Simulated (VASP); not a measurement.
The system is Sb.

```
CELL_PARAMETERS angstrom
-1.88373 1.88373 1.88373
1.88373 -1.88373 1.88373
1.88373 1.88373 -1.88373
ATOMIC_POSITIONS crystal
Sb 0.00000 0.00000 0.00000
```

Base run:

| Quantity | Value |
| --- | --- |
| Program | VASP 6.6.1 |
| Functional | PBEsol |
| Potentials or basis | VASP PAW PBE potentials, release 64 (Sb) |
| Cutoff | 520 eV |
| k mesh | 10 × 10 × 10 |
| Occupations | fermi-dirac, width 0.05 eV |
| Spin | no spin polarisation |

Its results: pressure -1.3 GPa.

Q: After a change of settings the same cell gave: pressure 1.7 GPa. Which change was it?
A. functional from PBEsol to PBE; cutoff from 520 eV to 500 eV
B. functional from PBEsol to LDA; potentials or basis from VASP PAW PBE potentials, release 64 (Sb) to VASP PAW LDA potentials, release 64 (Sb)
C. functional from PBEsol to HSE06; k mesh from 10 × 10 × 10 to 6 × 6 × 6

A: A.

PBE binds less tightly than PBEsol, so the same cell stands under more pressure.

Caveats: the PAW data sets were made with another functional, which shifts forces and pressure a little (some runs).
